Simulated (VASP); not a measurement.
A run of VASP 6.6.1 is set up as follows.

The input INCAR:

```
ALGO     = Normal         # electronic algorithm
EDIFF    = 1E-6           # SCF threshold, eV
EDIFFG   = -0.005         # ionic threshold
ENCUT    = 600            # plane-wave cutoff, eV
GGA      = PE             # functional
IBRION   = 2              # ionic algorithm
ISIF     = 3              # what is computed and relaxed
ISMEAR   = -1             # smearing method
ISPIN    = 2              # spin polarisation
LASPH    = T              # aspherical terms in the spheres
LCHARG   = F              # write CHGCAR
LMAXMIX  = 4              # l up to which the mixer works
LORBIT   = 11             # projections on sites
LREAL    = F              # projectors in reciprocal space
LWAVE    = F              # write WAVECAR
MAGMOM   = 2 2            # initial moments
NELM     = 150            # most SCF steps
NSW      = 100            # ionic steps
PREC     = Accurate       # precision mode
SIGMA    = 0.05           # smearing width, eV
```

File KPOINTS:

```
k-points
0
Gamma
  17 17 9
```

The input POSCAR:

```
Co
1.0
    2.5123336524      0.0000000000      0.0000000000
   -1.2561668262      2.1757447658      0.0000000000
    0.0000000000      0.0000000000      4.0699805169
Co
2
Direct
    0.3333333333      0.6666666667      0.2500000000
    0.6666666667      0.3333333333      0.7500000000
```

Potentials or basis: VASP PAW PBE potentials, release 64 (Co).

Command:

```console
$ cat potpaw_PBE.64/Co/POTCAR > POTCAR
$ mpirun -np 1 vasp_std > vasp.out
```

Problem. Estimate the net moment.

Solution. 3.23 μB per cell.

Problem. Predict the site moments.

Solution. Co +1.64 μB.

The path:
```
step  energy change (eV)  largest force (eV/Å)  pressure (GPa)  volume (Å³)
   1              0.0000                0.0000           -5.32        22.25
   2              0.0005                0.0000            6.06        21.08
   3             -0.0101                0.0000            0.01        21.66
   4             -0.0101                0.0000            0.12        21.65
   5             -0.0102                0.0000            0.11        21.65
   6             -0.0102                0.0000            0.12        21.65
   7             -0.0102                0.0000            0.09        21.65
   8             -0.0102                0.0000            0.09        21.65
   9             -0.0102                0.0000           -0.02        21.66
```
